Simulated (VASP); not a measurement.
# ZrS (Fmmm) in VASP: a series of runs

Runs on ZrS. Level: r2SCAN. Tasks: single point.

Everything below comes from runs of VASP 6.6.1. Logs are shortened: lines on timing, memory, paths and dates and some standing lists are left out, and cuts for length are marked.

## 1. The cell of the first run

Symmetry: Fmmm, No. 69, orthorhombic system. The conventional cell has a = 5.211 Å, b = 5.250 Å, c = 5.289 Å, α = 90.00°, β = 90.00°, γ = 90.00°. Within 3.4 Å of Zr (site symmetry mmm) lie 6 S at 2.61 to 2.64 Å. S (site symmetry mmm) has 6 Zr at 2.61 to 2.64 Å within 3.4 Å.

## 2. Single point, r2SCAN (strain +0.0075 x Voigt [1, -1, 0, 0, 0, 0])

The input, POSCAR:

```
ZrS
1.0
    0.0000000000      2.6053125000      2.6250000000
    2.6446875000      0.0000000000      2.6250000000
    2.6446875000      2.6053125000      0.0000000000
Zr S
1 1
Direct
    0.0000000000      0.0000000000      0.0000000000
    0.5000000000      0.5000000000      0.5000000000
```

The input, INCAR.step1:

```
PREC = Accurate
ENCUT = 520
ISMEAR = 0
SIGMA = 0.15
LREAL = F
LASPH = T
NELM = 100
NBANDS = 16
GGA = PE
ALGO = Normal
EDIFF = 1E-4
LWAVE = T
LCHARG = F
```

The input, INCAR.step2:

```
PREC = Accurate
ENCUT = 520
EDIFF = 1E-6
ISMEAR = 0
SIGMA = 0.15
LREAL = F
LASPH = T
NELM = 100
ALGO = Normal
ISIF = 2
LWAVE = F
LCHARG = F
METAGGA = R2SCAN
LMIXTAU = T
NBANDS = 16
ISTART = 1
```

The input, KPOINTS:

```
Automatic mesh
0
Gamma
  16 16 16
```

Potentials or basis: VASP PAW PBE potentials, release 64 (Zr_sv, S).

Launch:

```
$ cat potpaw_PBE.64/Zr_sv/POTCAR potpaw_PBE.64/S/POTCAR > POTCAR
$ cp INCAR.step1 INCAR
$ mpirun -np 1 vasp_std > vasp.out
$ cp INCAR.step2 INCAR
$ mpirun -np 1 vasp_std > vasp.out
```

OUTCAR:

```text
PREC = Accurate
   ENCUT = 520
   EDIFF = 1E-6
   ISMEAR = 0
   LREAL = F
   LASPH = T
   NELM = 100
   ISIF = 2
   METAGGA = R2SCAN
   ISTART = 1

 ion  position               nearest neighbor table
   1  0.000  0.000  0.000-   2 2.61   2 2.61   2 2.62   2 2.62   2 2.64   2 2.64
   2  0.500  0.500  0.500-   1 2.61   1 2.61   1 2.62   1 2.62   1 2.64   1 2.64

  LATTYP: Found a face centered orthorhombic cell.
 ALAT       =     5.2106250000
 B/A-ratio  =     1.0075566751
 C/A-ratio  =     1.0151133501

  Lattice vectors:

 A1 = (  -2.6446875000,   0.0000000000,  -2.6250000000)
 A2 = (  -2.6446875000,   2.6053125000,   0.0000000000)
 A3 = (   0.0000000000,   2.6053125000,  -2.6250000000)

Analysis of symmetry for initial positions (statically):
=====================================================================
 Subroutine PRICEL returns:
 Original cell was already a primitive cell.

 Routine SETGRP: Setting up the symmetry group for a
 face centered orthorhombic supercell.

 Subroutine GETGRP returns: Found  8 space group operations
 (whereof  8 operations were pure point group operations)
 out of a pool of  8 trial point group operations.

The static configuration has the point symmetry D_2h.

Analysis of symmetry for dynamics (positions and initial velocities):
=====================================================================
 Subroutine PRICEL returns:
 Original cell was already a primitive cell.

 Routine SETGRP: Setting up the symmetry group for a
 face centered orthorhombic supercell.

 Subroutine GETGRP returns: Found  8 space group operations
 (whereof  8 operations were pure point group operations)
 out of a pool of  8 trial point group operations.

The dynamic configuration has the point symmetry D_2h.

 Subroutine INISYM returns: Found  8 space group operations
 (whereof  8 operations are pure point group operations),
 and found     1 'primitive' translations

----------------------------------------------------------------------------------------

                                     Primitive cell

  volume of cell :      36.1737

  direct lattice vectors                    reciprocal lattice vectors
     0.000000000  2.605312500  2.625000000    -0.189058254  0.191915557  0.190476190
     2.644687500  0.000000000  2.625000000     0.189058254 -0.191915557  0.190476190
     2.644687500  2.605312500  0.000000000     0.189058254  0.191915557 -0.190476190

  length of vectors
     3.698415637  3.726257771  3.712415008     0.329932998  0.329932998  0.329932998

  position of ions in fractional coordinates (direct lattice)
     0.000000000  0.000000000  0.000000000
     0.500000000  0.500000000  0.500000000

  ion indices of the primitive-cell ions
   primitive index   ion index
                 1           1
                 2           2

----------------------------------------------------------------------------------------

 KPOINTS: Automatic mesh

Automatic generation of k-mesh.
 Grid dimensions read from file:
 generate k-points for:   16   16   16

 Generating k-lattice:

  Cartesian coordinates                     Fractional coordinates (reciprocal lattice)
    -0.011816141  0.011994722  0.011904762     0.062500000  0.000000000  0.000000000
     0.011816141 -0.011994722  0.011904762     0.000000000  0.062500000  0.000000000
     0.011816141  0.011994722 -0.011904762     0.000000000  0.000000000  0.062500000

  Length of vectors
     0.020620812  0.020620812  0.020620812

  Shift w.r.t. Gamma in fractional coordinates (k-lattice)
     0.000000000  0.000000000  0.000000000

 Subroutine IBZKPT returns following result:
 ===========================================

 Found    621 irreducible k-points:

 Following reciprocal coordinates:
            Coordinates               Weight
  0.000000  0.000000  0.000000      1.000000
  0.062500  0.000000 -0.000000      8.000000
  0.125000  0.000000 -0.000000      8.000000
  0.187500  0.000000 -0.000000      8.000000
  0.250000  0.000000 -0.000000      8.000000
  0.312500  0.000000  0.000000      8.000000
[... 16 lines left out ...]
 -0.125000  0.062500  0.000000      8.000000
 -0.062500  0.062500  0.000000      4.000000
 [... further k-points ...]
   k-points           NKPTS =    621   k-points in BZ     NKDIM =    621   number of bands    NBANDS=     16
   number of dos      NEDOS =    301   number of ions     NIONS =      2
   total plane-waves  NPLWV =  21952
   dimension x,y,z NGX =    28 NGY =   28 NGZ =   28
   dimension x,y,z NGXF=    56 NGYF=   56 NGZF=   56
   ions per type =               1   1
   NGX,Y,Z   is equivalent  to a cutoff of  12.59, 12.49, 12.54 a.u.
   NGXF,Y,Z  is equivalent  to a cutoff of  25.17, 24.98, 25.08 a.u.
 SYSTEM =  unknown system
   PREC   = accura    normal or accurate (medium, high low for compatibility)
   ISTART =      1    job   : 0-new  1-cont  2-samecut
   ICHARG =      0    charge: 1-file 2-atom 10-const
   ISPIN  =      1    spin polarized calculation?
   LNONCOLLINEAR =      F non collinear calculations
   LSORBIT =      F    spin-orbit coupling
   LASPH  =      T    aspherical Exc in radial PAW
   ENCUT  =  520.0 eV  38.22 Ry    6.18 a.u.   6.88  6.93  6.90*2*pi/ulx,y,z
   NELM   =    100;   NELMIN=  2; NELMDL=  0     # of ELM steps
   EDIFF  = 0.1E-05   stopping-criterion for ELM
   LREAL  =      F    real-space projection
   EDIFFG = 0.1E-04   stopping-criterion for IOM
   NSW    =      0    number of steps for IOM
   IBRION =     -1    ionic relax: 0-MD 1-quasi-New 2-CG
   NFREE  =      0    steps in history (QN), initial steepest desc. (CG)
   ISIF   =      2    stress and relaxation
   ISYM   =      2    0-nonsym 1-usesym 2-fastsym
   POTIM  = 0.5000    time-step for ionic-motion
   TEBEG  =    0.0;   TEEND  =   0.0 temperature during run
   PSTRESS=    0.0 pullay stress
   NELECT =      18.0000    total number of electrons
   NUPDOWN=      -1.0000    fix difference up-down
   EMIN   =  10.00;   EMAX   =-10.00  energy-range for DOS
   EFERMI =   0.00;   METHOD = LEGACY
   ISMEAR =     0;   SIGMA  =   0.15  broadening in eV -4-tet -1-fermi 0-gaus
   EFERMI_NEDOS =   21; number of points for ismear=-14 and -15
   IALGO  =     38    algorithm
   IMIX   =      4    mixing-type and parameters
     AMIX     =   0.40;   BMIX     =  1.00
     AMIX_MAG =   1.60;   BMIX_MAG =  1.00
  volume/ion in A,a.u.               =      18.09       122.06
  Fermi-wavevector in a.u.,A,eV,Ry     =   1.297282  2.451508 22.897808  1.682941
  Thomas-Fermi vector in A             =   2.428685
   LORBIT       =      0    0 simple, 1 ext, 2 COOP (PROOUT), +10 PAW based schemes
   METAGGA = R2SCAN    functional components
   LHFCALC =     F    Hartree Fock is set to
   AEXX    =    0.0000 exact exchange contribution
   IVDW    =     0    specifies the selected vdW correction
   LEPSILON=     F    determine dielectric tensor
   LRPA    =     F    only Hartree local field effects (RPA)
 non-spin polarized calculation
 Gauss-broadening in eV      SIGMA  =   0.15
  energy-cutoff  :      520.00
  volume of cell :       36.17
 maximum number of plane-waves:       992
   NGX = 13   NGY = 13   NGZ = 13

 number of electron      18.0000000 magnetization

 Free energy of the ion-electron system (eV)
  ---------------------------------------------------
  ext. energy  EPLUGINS =         0.00000000
  ---------------------------------------------------
  free energy    TOTEN  =       -33.88611187 eV

  energy without entropy =      -33.87246523  energy(sigma->0) =      -33.87928855

 E-fermi :  10.9422     XC(G=0): -11.9637

 val. band max:       10.9419083949   @ k =  -0.0625   0.0625   0.1250
 cond. band min:      10.9464479240   @ k =  -0.2500   0.2500   0.5000
 fundamental gap:      0.0045395291
 Fermi energy:        10.9421683216

 k-point     1 :       0.0000    0.0000    0.0000
  band No.  band energies     occupation
      1     -40.9374      2.00000
      2     -18.2213      2.00000
      3     -18.2182      2.00000
      4     -18.2154      2.00000
      5      -5.8624      2.00000
      6       6.9307      2.00000
[... 8 lines left out ...]
     15      18.6447      0.00000
     16      23.3198      0.00000

 k-point     2 :       0.0625    0.0000   -0.0000
  band No.  band energies     occupation
      1     -40.9363      2.00000
      2     -18.2332      2.00000
      3     -18.2207      2.00000
      4     -18.2177      2.00000
      5      -5.8114      2.00000
      6       6.6495      2.00000
[... 8 lines left out ...]
     15      18.8078      0.00000
     16      23.0606      0.00000

 k-point     3 :       0.1250    0.0000   -0.0000
  band No.  band energies     occupation
      1     -40.9334      2.00000
      2     -18.2733      2.00000
      3     -18.2238      2.00000
      4     -18.2215      2.00000
      5      -5.6635      2.00000
      6       5.9553      2.00000
[... 8 lines left out ...]
     15      19.2089      0.00000
     16      22.4055      0.00000

 k-point     4 :       0.1875    0.0000   -0.0000
  band No.  band energies     occupation
      1     -40.9289      2.00000
      2     -18.3330      2.00000
      3     -18.2282      2.00000
      4     -18.2270      2.00000
      5      -5.4340      2.00000
      6       5.1241      2.00000
[... 8 lines left out ...]
     15      19.4697      0.00000
     16      21.7648      0.00000

 k-point     5 :       0.2500    0.0000   -0.0000
  band No.  band energies     occupation
      1     -40.9237      2.00000
      2     -18.4022      2.00000
      3     -18.2335      2.00000
      4     -18.2333      2.00000
      5      -5.1483      2.00000
      6       4.2977      2.00000
[... 8 lines left out ...]
     15      19.3229      0.00000
     16      20.6399      0.00000

 k-point     6 :       0.3125    0.0000    0.0000
  band No.  band energies     occupation
      1     -40.9185      2.00000
      2     -18.4701      2.00000
      3     -18.2400      2.00000
      4     -18.2385      2.00000
      5      -4.8416      2.00000
      6       3.5565      2.00000
[... 8 lines left out ...]
     15      19.4222      0.00000
     16      19.5199      0.00000

 k-point     7 :       0.3750    0.0000   -0.0000
  band No.  band energies     occupation
      1     -40.9140      2.00000
      2     -18.5267      2.00000
      3     -18.2455      2.00000
      4     -18.2428      2.00000
      5      -4.5600      2.00000
      6       2.9619      2.00000
[... 8 lines left out ...]
     15      18.3579      0.00000
     16      18.4978      0.00000

 k-point     8 :       0.4375    0.0000   -0.0000
  band No.  band energies     occupation
      1     -40.9110      2.00000
      2     -18.5641      2.00000
      3     -18.2491      2.00000
      4     -18.2456      2.00000
      5      -4.3574      2.00000
      6       2.5716      2.00000
[... 8 lines left out ...]
     15      17.4513      0.00000
     16      17.6228      0.00000

 k-point     9 :       0.5000    0.0000   -0.0000
  band No.  band energies     occupation
      1     -40.9100      2.00000
      2     -18.5771      2.00000
      3     -18.2504      2.00000
      4     -18.2467      2.00000
      5      -4.2829      2.00000
      6       2.4347      2.00000
[... 8 lines left out ...]
     15      16.8714      0.00000
     16      17.0355      0.00000
[... 172 lines left out ...]
 k-point    19 :      -0.3750    0.0625    0.0000
  band No.  band energies     occupation
      1     -40.9123      2.00000
      2     -18.5370      2.00000
      3     -18.2579      2.00000
      4     -18.2435      2.00000
      5      -4.4896      2.00000
      6       2.8425      2.00000
[... 8 lines left out ...]
     15      18.0933      0.00000
     16      18.2296      0.00000

 k-point    20 :      -0.3125    0.0625    0.0000
  band No.  band energies     occupation
      1     -40.9163      2.00000
      2     -18.4878      2.00000
      3     -18.2548      2.00000
      4     -18.2373      2.00000
      5      -4.7377      2.00000
      6       3.3365      2.00000
[... 8 lines left out ...]
     15      18.9544      0.00000
     16      19.3168      0.00000

 k-point    21 :      -0.2500    0.0625    0.0000
  band No.  band energies     occupation
      1     -40.9213      2.00000
      2     -18.4251      2.00000
      3     -18.2494      2.00000
      4     -18.2308      2.00000
      5      -5.0283      2.00000
      6       3.9820      2.00000
[... 8 lines left out ...]
     15      19.3638      0.00000
     16      19.8578      0.00000

 k-point    22 :      -0.1875    0.0625    0.0000
  band No.  band energies     occupation
      1     -40.9265      2.00000
      2     -18.3579      2.00000
      3     -18.2425      2.00000
      4     -18.2250      2.00000
      5      -5.3142      2.00000
      6       4.7181      2.00000
[... 8 lines left out ...]
     15      19.5002      0.00000
     16      20.7064      0.00000

 k-point    23 :      -0.1250    0.0625    0.0000
  band No.  band energies     occupation
      1     -40.9312      2.00000
      2     -18.2970      2.00000
      3     -18.2348      2.00000
      4     -18.2208      2.00000
      5      -5.5572      2.00000
      6       5.4770      2.00000
[... 8 lines left out ...]
     15      19.4437      0.00000
     16      21.5473      0.00000

 k-point    24 :      -0.0625    0.0625    0.0000
  band No.  band energies     occupation
      1     -40.9347      2.00000
      2     -18.2529      2.00000
      3     -18.2267      2.00000
      4     -18.2186      2.00000
      5      -5.7291      2.00000
      6       6.1724      2.00000
[... 8 lines left out ...]
     15      19.0560      0.00000
     16      22.4762      0.00000

 [... further k-points ...]
[... 5 lines left out ...]
  --------------------------------------------------------------------------------------
  -------------------------------------------------------------------------------------
  Total       -0.8686937      0.0093383     -0.4622680      0.0000000     -0.0000000      0.0000000
  in kB      -38.4754533      0.4136057    -20.4743887      0.0000000     -0.0000000      0.0000000
  external PRESSURE =     -19.5120788 kB  Pullay stress =       0.0000000 kB

 VOLUME and BASIS-vectors are now :
 -----------------------------------------------------------------------------
  energy-cutoff  :      520.00
  volume of cell :       36.17
      direct lattice vectors                 reciprocal lattice vectors
     0.000000000  2.605312500  2.625000000    -0.189058254  0.191915557  0.190476190
     2.644687500  0.000000000  2.625000000     0.189058254 -0.191915557  0.190476190
     2.644687500  2.605312500  0.000000000     0.189058254  0.191915557 -0.190476190

 POSITION                                       TOTAL-FORCE (eV/Angst)
 -----------------------------------------------------------------------------------
      0.00000      0.00000      0.00000         0.000000      0.000000      0.000000
      2.64469      2.60531      2.62500         0.000000     -0.000000      0.000000
 -----------------------------------------------------------------------------------
    total drift:                                0.000000      0.000000      0.000000

  FREE ENERGIE OF THE ION-ELECTRON SYSTEM (eV)
  ---------------------------------------------------
  free  energy   TOTEN  =       -33.8861118660 eV

  energy  without entropy=      -33.8724652318  energy(sigma->0) =      -33.87928855
```

Run time: 9.2 min. Hardware: 1 thread of Intel Xeon 6975P-C (Granite Rapids), shared host; peak memory 0.45 GiB.

Results:

| Property | Result |
| --- | --- |
| Free energy | -33.8861 eV |
| Pressure | -2.0 GPa |
| Band gap on the k mesh | zero (bands 9 and 10 overlap by 2.89 eV) |

Caveat: the cell differs from its parent crystal (strain +0.0075 x Voigt [1, -1, 0, 0, 0, 0]); the PAW data sets were made with another functional, which shifts forces and pressure a little.

## 3. Single point, r2SCAN (strain +0.0050 x Voigt [1, -1, 0, 0, 0, 0])

The input, POSCAR:

```
ZrS
1.0
    0.0000000000      2.6118750000      2.6250000000
    2.6381250000      0.0000000000      2.6250000000
    2.6381250000      2.6118750000      0.0000000000
Zr S
1 1
Direct
    0.0000000000      0.0000000000      0.0000000000
    0.5000000000      0.5000000000      0.5000000000
```

The input, INCAR.step1:

```
PREC = Accurate ; ENCUT = 520
ISMEAR = 0 ; SIGMA = 0.15
LREAL = False ; LASPH = True
NELM = 60 ; NBANDS = 16
GGA = PE ; ALGO = Normal
EDIFF = 1E-4 ; LWAVE = True
LCHARG = False
```

The input, INCAR.step2:

```
PREC = Accurate ; ENCUT = 520
EDIFF = 1E-7 ; ISMEAR = 0
SIGMA = 0.15 ; LREAL = False
LASPH = True ; NELM = 60
ALGO = Normal ; ISIF = 2
LWAVE = False ; LCHARG = False
METAGGA = R2SCAN ; LMIXTAU = True
NBANDS = 16 ; ISTART = 1
```

KPOINTS is that of step 2.

Potentials or basis: VASP PAW PBE potentials, release 64 (Zr_sv, S).

Launch:

```
$ cat potpaw_PBE.64/Zr_sv/POTCAR potpaw_PBE.64/S/POTCAR > POTCAR
$ cp INCAR.step1 INCAR
$ mpirun -np 1 vasp_std > vasp.out
$ cp INCAR.step2 INCAR
$ mpirun -np 1 vasp_std > vasp.out
```

Wall time 11 min (1 thread of Intel Xeon 6975P-C (Granite Rapids), shared host); peak memory 0.45 GiB.

It converged, with:

```yaml
Free_energy: -33.8879 eV
Pressure: -2.0 GPa
Band_gap_on_the_k_mesh: zero (bands 9 and 10 overlap by 2.90 eV)
```

Stress tensor (GPa, compression positive):
```
-3.26  0.00  0.00
 0.00 -0.68  0.00
 0.00  0.00 -2.03
```

Levels at points of the mesh, in eV from the Fermi level:
| k point | band 7 | band 8 | band 9 | band 10 | band 11 | band 12 |
| --- | --- | --- | --- | --- | --- | --- |
| (0.00, 0.00, 0.00) | -3.99 | -3.98 | -1.48 | -1.43 | -1.38 | -0.71 |
| (0.50, 0.00, 0.00) | -6.45 | -6.44 | 1.47 | 1.50 | 1.84 | 2.08 |
| (0.50, 0.50, 0.00) | -4.96 | -4.96 | -3.54 | 0.53 | 2.34 | 2.41 |
| (0.50, 0.00, 0.50) | -4.99 | -4.98 | -3.53 | 0.56 | 2.35 | 2.39 |
| (0.00, 0.50, 0.50) | -4.94 | -4.94 | -3.54 | 0.51 | 2.36 | 2.40 |

Caveat: the cell differs from its parent crystal (strain +0.0050 x Voigt [1, -1, 0, 0, 0, 0]); the PAW data sets were made with another functional, which shifts forces and pressure a little.
